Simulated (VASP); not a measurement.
# AlN in VASP: further runs

AlN is run at these levels: r2SCAN, PBE; tasks: single point.

Everything below comes from runs of VASP 6.6.1. Logs are shortened: lines on timing, memory, paths and dates and some standing lists are left out, and cuts for length are marked.

## (1) The cell of the first run

Symmetry: I4/mmm, No. 139, tetragonal system. The conventional cell has a = 2.855 Å, b = 2.855 Å, c = 3.917 Å, α = 90.00°, β = 90.00°, γ = 90.00°. Within 2.6 Å of Al (site symmetry 4/mmm) lie 6 N at 1.96 to 2.02 Å. Within 2.6 Å of N (site symmetry 4/mmm) lie 6 Al at 1.96 to 2.02 Å.

## (2) Single point, r2SCAN (uniaxial x strain -3.0%)

File POSCAR:

```
AlN
1.0
    0.0000000000      2.0188684513      2.0188684513
    1.9583023977      0.0000000000      2.0188684513
    1.9583023977      2.0188684513      0.0000000000
Al N
1 1
Direct
    0.0000000000      0.0000000000      0.0000000000
    0.5000000000      0.5000000000      0.5000000000
```

File INCAR.step1:

```
SYSTEM = AlN
PREC = Accurate
ENCUT = 520
ISMEAR = 0
SIGMA = 0.01
LREAL = .False.
LASPH = .True.
NELM = 80
NBANDS = 11
GGA = PE
ALGO = Normal
EDIFF = 1E-4
LWAVE = .True.
LCHARG = .False.
```

File INCAR.step2:

```
SYSTEM = AlN
PREC = Accurate
ENCUT = 520
EDIFF = 1E-7
ISMEAR = 0
SIGMA = 0.01
LREAL = .False.
LASPH = .True.
NELM = 80
ALGO = Normal
ISIF = 2
LWAVE = .False.
LCHARG = .False.
METAGGA = R2SCAN
LMIXTAU = .True.
NBANDS = 11
ISTART = 1
```

File KPOINTS:

```
Automatic mesh
0
Gamma
  10 10 10
  0 0 0
```

Potentials or basis: VASP PAW PBE potentials, release 64 (Al, N).

The run is started by

```sh
$ cat potpaw_PBE.64/Al/POTCAR potpaw_PBE.64/N/POTCAR > POTCAR
$ cp INCAR.step1 INCAR
$ mpirun -np 1 vasp_std > vasp.out
$ cp INCAR.step2 INCAR
$ mpirun -np 1 vasp_std > vasp.out
```

OUTCAR:

```text
SYSTEM = AlN
   PREC = Accurate
   ENCUT = 520
   EDIFF = 1E-7
   ISMEAR = 0
   LREAL = .False.
   LASPH = .True.
   NELM = 80
   ISIF = 2
   METAGGA = R2SCAN
   ISTART = 1

 ion  position               nearest neighbor table
   1  0.000  0.000  0.000-   2 1.96   2 1.96   2 2.02   2 2.02   2 2.02   2 2.02
   2  0.500  0.500  0.500-   1 1.96   1 1.96   1 2.02   1 2.02   1 2.02   1 2.02

  LATTYP: Found a body centered tetragonal cell.
 ALAT       =     2.8551111445
 C/A-ratio  =     1.3717871555

  Lattice vectors:

 A1 = (  -1.9583023977,   0.0000000000,  -2.0188684513)
 A2 = (  -1.9583023977,   0.0000000000,   2.0188684513)
 A3 = (   1.9583023977,   2.0188684513,   0.0000000000)

Analysis of symmetry for initial positions (statically):
=====================================================================
 Subroutine PRICEL returns:
 Original cell was already a primitive cell.

 Routine SETGRP: Setting up the symmetry group for a
 body centered tetragonal supercell.

 Subroutine GETGRP returns: Found 16 space group operations
 (whereof 16 operations were pure point group operations)
 out of a pool of 16 trial point group operations.

The static configuration has the point symmetry D_4h.

Analysis of symmetry for dynamics (positions and initial velocities):
=====================================================================
 Subroutine PRICEL returns:
 Original cell was already a primitive cell.

 Routine SETGRP: Setting up the symmetry group for a
 body centered tetragonal supercell.

 Subroutine GETGRP returns: Found 16 space group operations
 (whereof 16 operations were pure point group operations)
 out of a pool of 16 trial point group operations.

The dynamic configuration has the point symmetry D_4h.

 Subroutine INISYM returns: Found 16 space group operations
 (whereof 16 operations are pure point group operations),
 and found     1 'primitive' translations

----------------------------------------------------------------------------------------

                                     Primitive cell

  volume of cell :      15.9634

  direct lattice vectors                    reciprocal lattice vectors
     0.000000000  2.018868451  2.018868451    -0.255323182  0.247663487  0.247663487
     1.958302398  0.000000000  2.018868451     0.255323182 -0.247663487  0.247663487
     1.958302398  2.018868451  0.000000000     0.255323182  0.247663487 -0.247663487

  length of vectors
     2.855111144  2.812610550  2.812610550     0.433433193  0.433433193  0.433433193

  position of ions in fractional coordinates (direct lattice)
     0.000000000  0.000000000  0.000000000
     0.500000000  0.500000000  0.500000000

  ion indices of the primitive-cell ions
   primitive index   ion index
                 1           1
                 2           2

----------------------------------------------------------------------------------------

 KPOINTS: Automatic mesh

Automatic generation of k-mesh.
 Grid dimensions read from file:
 generate k-points for:   10   10   10

 Generating k-lattice:

  Cartesian coordinates                     Fractional coordinates (reciprocal lattice)
    -0.025532318  0.024766349  0.024766349     0.100000000  0.000000000  0.000000000
     0.025532318 -0.024766349  0.024766349     0.000000000  0.100000000 -0.000000000
     0.025532318  0.024766349 -0.024766349     0.000000000 -0.000000000  0.100000000

  Length of vectors
     0.043343319  0.043343319  0.043343319

  Shift w.r.t. Gamma in fractional coordinates (k-lattice)
     0.000000000  0.000000000  0.000000000

 Subroutine IBZKPT returns following result:
 ===========================================

 Found    102 irreducible k-points:

 Following reciprocal coordinates:
            Coordinates               Weight
  0.000000  0.000000  0.000000      1.000000
  0.100000 -0.000000 -0.000000      8.000000
  0.200000 -0.000000 -0.000000      8.000000
  0.300000  0.000000  0.000000      8.000000
  0.400000  0.000000  0.000000      8.000000
  0.500000  0.000000  0.000000      4.000000
[... 16 lines left out ...]
  0.300000  0.300000  0.000000      4.000000
  0.400000  0.300000  0.000000     16.000000
 [... further k-points ...]
   k-points           NKPTS =    102   k-points in BZ     NKDIM =    102   number of bands    NBANDS=     11
   number of dos      NEDOS =    301   number of ions     NIONS =      2
   total plane-waves  NPLWV =  13824
   dimension x,y,z NGX =    24 NGY =   24 NGZ =   24
   dimension x,y,z NGXF=    48 NGYF=   48 NGZF=   48
   ions per type =               1   1
   NGX,Y,Z   is equivalent  to a cutoff of  13.97, 14.19, 14.19 a.u.
   NGXF,Y,Z  is equivalent  to a cutoff of  27.95, 28.37, 28.37 a.u.
 SYSTEM =  AlN
   PREC   = accura    normal or accurate (medium, high low for compatibility)
   ISTART =      1    job   : 0-new  1-cont  2-samecut
   ICHARG =      0    charge: 1-file 2-atom 10-const
   ISPIN  =      1    spin polarized calculation?
   LNONCOLLINEAR =      F non collinear calculations
   LSORBIT =      F    spin-orbit coupling
   LASPH  =      T    aspherical Exc in radial PAW
   ENCUT  =  520.0 eV  38.22 Ry    6.18 a.u.   5.31  5.23  5.23*2*pi/ulx,y,z
   NELM   =     80;   NELMIN=  2; NELMDL=  0     # of ELM steps
   EDIFF  = 0.1E-06   stopping-criterion for ELM
   LREAL  =      F    real-space projection
   EDIFFG = 0.1E-05   stopping-criterion for IOM
   NSW    =      0    number of steps for IOM
   IBRION =     -1    ionic relax: 0-MD 1-quasi-New 2-CG
   NFREE  =      0    steps in history (QN), initial steepest desc. (CG)
   ISIF   =      2    stress and relaxation
   ISYM   =      2    0-nonsym 1-usesym 2-fastsym
   POTIM  = 0.5000    time-step for ionic-motion
   TEBEG  =    0.0;   TEEND  =   0.0 temperature during run
   PSTRESS=    0.0 pullay stress
   NELECT =       8.0000    total number of electrons
   NUPDOWN=      -1.0000    fix difference up-down
   EMIN   =  10.00;   EMAX   =-10.00  energy-range for DOS
   EFERMI =   0.00;   METHOD = LEGACY
   ISMEAR =     0;   SIGMA  =   0.01  broadening in eV -4-tet -1-fermi 0-gaus
   EFERMI_NEDOS =   21; number of points for ismear=-14 and -15
   IALGO  =     38    algorithm
   IMIX   =      4    mixing-type and parameters
     AMIX     =   0.40;   BMIX     =  1.00
     AMIX_MAG =   1.60;   BMIX_MAG =  1.00
  volume/ion in A,a.u.               =       7.98        53.86
  Fermi-wavevector in a.u.,A,eV,Ry     =   1.300358  2.457320 23.006508  1.690931
  Thomas-Fermi vector in A             =   2.431562
   LORBIT       =      0    0 simple, 1 ext, 2 COOP (PROOUT), +10 PAW based schemes
   METAGGA = R2SCAN    functional components
   LHFCALC =     F    Hartree Fock is set to
   AEXX    =    0.0000 exact exchange contribution
   IVDW    =     0    specifies the selected vdW correction
   LEPSILON=     F    determine dielectric tensor
   LRPA    =     F    only Hartree local field effects (RPA)
 non-spin polarized calculation
 Gauss-broadening in eV      SIGMA  =   0.01
  energy-cutoff  :      520.00
  volume of cell :       15.96
 maximum number of plane-waves:       444
 NGX is ok and might be reduce to    24
   NGX = 11   NGY = 11   NGZ = 11

 number of electron       7.9999999 magnetization

 Free energy of the ion-electron system (eV)
  ---------------------------------------------------
  ext. energy  EPLUGINS =         0.00000000
  ---------------------------------------------------
  free energy    TOTEN  =       -18.87424525 eV

  energy without entropy =      -18.87424525  energy(sigma->0) =      -18.87424525

 E-fermi :  10.4608     XC(G=0): -13.0498

 val. band max:       10.2980929224   @ k =   0.0000   0.0000   0.0000
 cond. band min:      15.8853156894   @ k =   0.0000   0.5000   0.5000
 fundamental gap:      5.5872227670
 Fermi energy:        10.4607837868

 k-point     1 :       0.0000    0.0000    0.0000
  band No.  band energies     occupation
      1      -8.5024      2.00000
      2      10.0658      2.00000
      3      10.2981      2.00000
      4      10.2981      2.00000
      5      17.2472      0.00000
      6      23.1183      0.00000
      7      23.1183      0.00000
      8      23.5566      0.00000
      9      28.5458      0.00000
     10      29.1516      0.00000
     11      29.6324      0.00000

 k-point     2 :       0.1000   -0.0000   -0.0000
  band No.  band energies     occupation
      1      -8.2865      2.00000
      2       9.1705      2.00000
      3      10.0354      2.00000
      4      10.1411      2.00000
      5      17.8572      0.00000
      6      22.4302      0.00000
      7      23.4487      0.00000
      8      23.7640      0.00000
      9      27.3493      0.00000
     10      28.2102      0.00000
     11      30.4268      0.00000

 k-point     3 :       0.2000   -0.0000   -0.0000
  band No.  band energies     occupation
      1      -7.6602      2.00000
      2       6.9395      2.00000
      3       9.7278      2.00000
      4       9.7626      2.00000
      5      18.3819      0.00000
      6      22.1742      0.00000
      7      23.6551      0.00000
      8      24.2170      0.00000
      9      26.9654      0.00000
     10      27.3788      0.00000
     11      29.9071      0.00000

 k-point     4 :       0.3000    0.0000    0.0000
  band No.  band energies     occupation
      1      -6.7050      2.00000
      2       4.4858      2.00000
      3       9.3464      2.00000
      4       9.3930      2.00000
      5      17.9520      0.00000
      6      22.9473      0.00000
      7      23.4374      0.00000
      8      23.7236      0.00000
      9      28.6246      0.00000
     10      28.6895      0.00000
     11      29.0961      0.00000
[... 239 lines left out ...]
 k-point    22 :      -0.2000    0.2000    0.0000
  band No.  band energies     occupation
      1      -6.3775      2.00000
      2       4.9556      2.00000
      3       7.1441      2.00000
      4       9.4351      2.00000
      5      20.1450      0.00000
      6      21.2278      0.00000
      7      22.4941      0.00000
      8      24.3879      0.00000
      9      26.4270      0.00000
     10      31.0419      0.00000
     11      32.5727      0.00000

 k-point    23 :       0.3000    0.3000    0.0000
  band No.  band energies     occupation
      1      -6.1927      2.00000
      2       5.1354      2.00000
      3       7.9286      2.00000
      4       8.2997      2.00000
      5      17.6951      0.00000
      6      18.4320      0.00000
      7      23.3914      0.00000
      8      27.2660      0.00000
      9      27.9293      0.00000
     10      32.1475      0.00000
     11      36.1072      0.00000

 k-point    24 :       0.4000    0.3000    0.0000
  band No.  band energies     occupation
      1      -5.4195      2.00000
      2       4.0414      2.00000
      3       7.2425      2.00000
      4       7.8930      2.00000
      5      17.4364      0.00000
      6      18.2327      0.00000
      7      23.8760      0.00000
      8      27.4744      0.00000
      9      28.6449      0.00000
     10      33.5885      0.00000
     11      36.9488      0.00000

 [... further k-points ...]
[... 5 lines left out ...]
  --------------------------------------------------------------------------------------
  -------------------------------------------------------------------------------------
  Total        1.6038765      0.4855395      0.4855395      0.0000000      0.0000000     -0.0000000
  in kB      160.9739875     48.7314523     48.7314523      0.0000000      0.0000000     -0.0000000
  external PRESSURE =      86.1456307 kB  Pullay stress =       0.0000000 kB

 VOLUME and BASIS-vectors are now :
 -----------------------------------------------------------------------------
  energy-cutoff  :      520.00
  volume of cell :       15.96
      direct lattice vectors                 reciprocal lattice vectors
     0.000000000  2.018868451  2.018868451    -0.255323182  0.247663487  0.247663487
     1.958302398  0.000000000  2.018868451     0.255323182 -0.247663487  0.247663487
     1.958302398  2.018868451  0.000000000     0.255323182  0.247663487 -0.247663487

 POSITION                                       TOTAL-FORCE (eV/Angst)
 -----------------------------------------------------------------------------------
      0.00000      0.00000      0.00000         0.000000     -0.000000     -0.000000
      1.95830      2.01887      2.01887         0.000000      0.000000      0.000000
 -----------------------------------------------------------------------------------
    total drift:                               -0.000000     -0.000000      0.000000

  FREE ENERGIE OF THE ION-ELECTRON SYSTEM (eV)
  ---------------------------------------------------
  free  energy   TOTEN  =       -18.8742452515 eV

  energy  without entropy=      -18.8742452515  energy(sigma->0) =      -18.87424525
```

Wall time 37 s (1 thread of Intel Xeon Platinum 8488C (Sapphire Rapids), shared host); peak memory 0.15 GiB.

Results:

| Property | Result |
| --- | --- |
| Free energy | -18.8742 eV |
| Pressure | 8.6 GPa |
| Band gap on the k mesh | 5.59 eV (least direct gap 6.95 eV) |

Stress tensor (GPa, compression positive):
```
16.10  0.00  0.00
 0.00  4.87  0.00
 0.00  0.00  4.87
```

Caveat: the cell differs from its parent crystal (uniaxial x strain -3.0%); the stress differs along the axes, from 5 to 16 GPa; the structure was generated, so it needn't be the stable form of AlN; the PAW data sets were made with another functional, which shifts forces and pressure a little.

## (3) Single point, r2SCAN (epitaxial xy strain +1.5%)

File POSCAR:

```
AlN
1.0
    0.0000000000      2.0491514780      1.9964597140
    2.0491514780      0.0000000000      1.9964597140
    2.0491514780      2.0491514780      0.0000000000
Al N
1 1
Direct
    0.0000000000      0.0000000000      0.0000000000
    0.5000000000      0.5000000000      0.5000000000
```

File INCAR.step1:

```
SYSTEM = AlN
ALGO = Normal
EDIFF = 1E-4
ENCUT = 520
GGA = PE
ISMEAR = 0
LASPH = .TRUE.
LCHARG = .FALSE.
LREAL = .FALSE.
LWAVE = .TRUE.
NBANDS = 11
NELM = 80
PREC = Accurate
SIGMA = 0.01
```

File INCAR.step2:

```
SYSTEM = AlN
ALGO = Normal
EDIFF = 1E-6
ENCUT = 520
ISIF = 2
ISMEAR = 0
ISTART = 1
LASPH = .TRUE.
LCHARG = .TRUE.
LELF = .TRUE.
LMIXTAU = .TRUE.
LREAL = .FALSE.
LVHAR = .TRUE.
LWAVE = .FALSE.
METAGGA = R2SCAN
NBANDS = 11
NELM = 80
PREC = Accurate
SIGMA = 0.01
```

File KPOINTS:

```
k-points
0
G
  10 10 10
  0 0 0
```

Potentials or basis: VASP PAW PBE potentials, release 64 (Al, N).

The run is started by

```sh
$ cat potpaw_PBE.64/Al/POTCAR potpaw_PBE.64/N/POTCAR > POTCAR
$ cp INCAR.step1 INCAR
$ mpirun -np 1 vasp_std > vasp.out
$ cp INCAR.step2 INCAR
$ mpirun -np 1 vasp_std > vasp.out
```

Wall time 32 s (1 thread of Intel Xeon Platinum 8488C (Sapphire Rapids), shared host); peak memory 0.14 GiB.

It converged, with:

```
Free energy            : -18.8845 eV
Pressure               : -5.4 GPa
Band gap on the k mesh : 5.13 eV (least direct gap 6.22 eV)
```

Stress tensor (GPa, compression positive):
```
-7.76  0.00  0.00
 0.00 -7.76  0.00
 0.00  0.00 -0.70
```

Levels at points of the mesh, in eV from the valence-band top:
| k point | band 1 | band 2 | band 3 | band 4 | band 5 | band 6 | band 7 | band 8 |
| --- | --- | --- | --- | --- | --- | --- | --- | --- |
| (0.00, 0.00, 0.00) | -18.33 | -0.20 | 0.00 | 0.00 | 6.22 | 12.68 | 12.68 | 13.05 |
| (0.50, 0.00, 0.00) | -15.15 | -8.41 | -1.25 | -1.15 | 6.73 | 11.42 | 12.06 | 14.33 |
| (0.50, 0.50, 0.00) | -14.07 | -7.44 | -3.05 | -3.05 | 5.13 | 5.78 | 15.34 | 18.21 |
| (0.50, 0.00, 0.50) | -14.28 | -7.55 | -3.03 | -2.68 | 5.36 | 6.03 | 15.00 | 18.05 |

Caveat: the cell differs from its parent crystal (epitaxial xy strain +1.5%); the stress differs along the axes, from -8 to -1 GPa; the structure was generated, so it needn't be the stable form of AlN; the PAW data sets were made with another functional, which shifts forces and pressure a little.

## (4) Single point, PBE (shear xy strain +1.0%)

File INCAR:

```
SYSTEM = AlN
PREC = Accurate
ENCUT = 520
EDIFF = 1E-6
ISMEAR = -1
SIGMA = 0.02
LREAL = .FALSE.
LASPH = .TRUE.
NELM = 100
ALGO = Normal
ISIF = 2
LWAVE = .FALSE.
LCHARG = .TRUE.
GGA = PE
LELF = .TRUE.
LVHAR = .TRUE.
NBANDS = 11
```

File KPOINTS:

```
regular mesh
0
G
  10 10 10
  0 0 0
```

File POSCAR:

```
AlN
1.0
    0.0100943423      2.0188684513      2.0188684513
    2.0188684513      0.0100943423      2.0188684513
    2.0289627935      2.0289627935     -0.0000000001
Al N
1 1
Direct
    0.0000000000      0.0000000000      0.0000000000
    0.5000000000      0.5000000000      0.5000000000
```

The run is started by

```sh
$ cat potpaw_PBE.64/Al/POTCAR potpaw_PBE.64/N/POTCAR > POTCAR
$ mpirun -np 1 vasp_std > vasp.out
```

Run time: 12 s. Hardware: 1 thread of Intel Xeon Platinum 8488C (Sapphire Rapids), shared host; peak memory 0.15 GiB.

It converged, with:

```
Free energy            : -14.5367 eV
Pressure               : 6.1 GPa
Band gap on the k mesh : 4.54 eV (least direct gap 5.66 eV)
```

Stress tensor (GPa, compression positive):
```
 6.15 -3.16  0.00
-3.16  6.15  0.00
 0.00  0.00  6.11
```

Levels at points of the mesh, in eV from the valence-band top:
```csv
k point,band 1,band 2,band 3,band 4,band 5,band 6,band 7,band 8,band 9
"(0.00, 0.00, 0.00)",-17.66,-0.14,-0.07,0.00,5.66,11.96,12.11,12.27,17.25
"(0.50, 0.00, 0.00)",-14.36,-8.36,-1.22,-1.16,6.02,10.84,10.93,13.34,16.01
"(0.50, 0.50, 0.00)",-13.40,-7.48,-2.98,-2.77,4.54,5.27,14.03,17.20,17.29
"(0.00, 0.00, 0.50)",-14.41,-8.44,-1.15,-1.09,6.16,11.00,11.09,13.24,16.13
"(0.50, 0.00, 0.50)",-13.40,-7.48,-2.88,-2.88,4.58,5.23,14.02,17.24,17.25
```

Caveat: the cell differs from its parent crystal (shear xy strain +1.0%); the cell stands under pressure; the structure was generated, so it needn't be the stable form of AlN. A k mesh can miss the band edges.

[end of part 1 of 2]
